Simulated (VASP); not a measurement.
## AgO: single point with r2SCAN

Crystal: AgO.

```
Ag O
1.0
     0.00000    2.31627    2.31627
     2.31627    0.00000    2.31627
     2.31627    2.31627    0.00000
Ag O
1 1
Direct
  0.00000 0.00000 0.00000
  0.75000 0.75000 0.75000
```

```
Program                : VASP 6.6.1
Task                   : single point
Functional             : r2SCAN
Potentials or basis    : VASP PAW PBE potentials, release 64 (Ag, O)
Cutoff                 : 520 eV
k mesh                 : 16 × 16 × 16
Occupations            : gaussian, width 0.1 eV
Spin                   : collinear spin, ferromagnetic start
Starting moments       : [-0.39, -0.58] μB
Dipole correction      : no
Further INCAR settings : ALGO = Normal; EDIFF = 1e-07; NBANDS = 20
```

| Property | Result |
| --- | --- |
| Pressure | 40.0 GPa |
| Net moment | 0.00 μB per cell |
| Valence electrons inside the program's atomic spheres | Ag 10.07; O 5.02 |

Levels at points of the mesh, in eV from the Fermi level:
Spin up:
```
           k point  band 7  band 8  band 9  band 10  band 11  band 12
(0.00, 0.00, 0.00)    0.39    1.07    1.07     1.07    15.49    15.49
(0.50, 0.00, 0.00)   -3.26   -0.10   -0.10     6.18     7.76    15.43
(0.50, 0.50, 0.00)   -2.17   -1.75   -1.75     6.76    10.56    12.58
```
Spin down:
```
           k point  band 6  band 7  band 8  band 9  band 10  band 11  band 12  band 13
(0.00, 0.00, 0.00)   -3.86    0.39    1.07    1.07     1.07    15.49    15.49    15.49
(0.50, 0.00, 0.00)   -3.60   -3.26   -0.10   -0.10     6.18     7.76    15.43    15.43
(0.50, 0.50, 0.00)   -3.39   -2.17   -1.75   -1.75     6.76    10.56    12.58    15.26
```

Run time: 2.1 min on 1 thread of Intel(R) Xeon(R) 6975P-C (Granite Rapids) (shared host), peak memory 0.24 GiB.

Caveat: the cell stands under pressure; the PAW data sets were made with another functional, which shifts forces and pressure a little.
